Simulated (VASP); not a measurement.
A run of VASP 6.6.1:

INCAR

```
  PREC = Accurate
  ENCUT = 500
  EDIFF = 1E-6
  ISMEAR = 0
  SIGMA = 0.1
  LREAL = False
  LASPH = True
  NELM = 120
  ALGO = Normal
  ISIF = 2
  LWAVE = False
  LCHARG = False
  GGA = PE
  NBANDS = 12
  GGA_COMPAT = False
```

KPOINTS

```
regular mesh
0
Gamma
  6 6 6
```

POSCAR

```
B
1.0
    0.0000000000      2.2077962200      2.2077962200
    2.2077962200      0.0000000000      2.2077962200
    2.2077962200      2.2077962200      0.0000000000
B
3
Direct
    0.2500000000      0.2500000000      0.2500000000
    0.7500000000      0.7500000000      0.7500000000
    0.5000000000      0.5000000000      0.5000000000
```

Potentials or basis: VASP PAW PBE potentials, release 64 (B).

Command:

```bash
$ cat potpaw_PBE.64/B/POTCAR > POTCAR
$ mpirun -np 1 vasp_std > vasp.out
```

Hardware: 1 thread of Intel Xeon 8259CL, on a shared host.

Estimate the wall time of this run.

Wall time 6.8 s on 1 thread of Intel Xeon 8259CL (shared host), peak memory 0.13 GiB. Counts: scf iterations 11, k points 16.
